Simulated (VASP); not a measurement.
A run of VASP 6.6.1 is set up as follows.

INCAR

```
SYSTEM = Sb
PREC = Accurate ; ENCUT = 520
EDIFF = 1E-6 ; ISMEAR = -1
SIGMA = 0.1 ; LREAL = .FALSE.
LASPH = .TRUE. ; NELM = 60
ALGO = Normal ; ISIF = 2
LWAVE = .FALSE. ; LCHARG = .FALSE.
GGA = B5 ; ALDAX = 1.0
AGGAX = 1.0 ; AGGAC = 1.0
ALDAC = 0.0 ; NBANDS = 12
```

The input KPOINTS:

```
regular mesh
0
G
  12 12 6
  0 0 0
```

Contents of POSCAR:

```
Sb
1.0
    3.3734515896      0.0000000000      0.0000000000
   -1.6867257948      2.9214947750      0.0000000000
    0.0000000000      0.0000000000      5.6518936173
Sb
2
Direct
    0.3333333333      0.6666666667      0.2500000000
    0.6666666667      0.3333333333      0.7500000000
```

Potentials or basis: VASP PAW PBE potentials, release 64 (Sb).

Launch:

```console
$ cat potpaw_PBE.64/Sb/POTCAR > POTCAR
$ mpirun -np 1 vasp_std > vasp.out
```

Estimate the pressure.

4.7 GPa.

Estimate the band gap on the k mesh.

zero (band 5 reaches 12.83 eV, above the bottom of band 6 at 5.54 eV).

Stress tensor (GPa, compression positive):
```
4.87 0.00 0.00
0.00 4.87 0.00
0.00 0.00 4.29
```

Caveat: the PAW data sets were made with another functional, which shifts forces and pressure a little; spin-orbit coupling is left out, which moves the levels of the heavy elements.
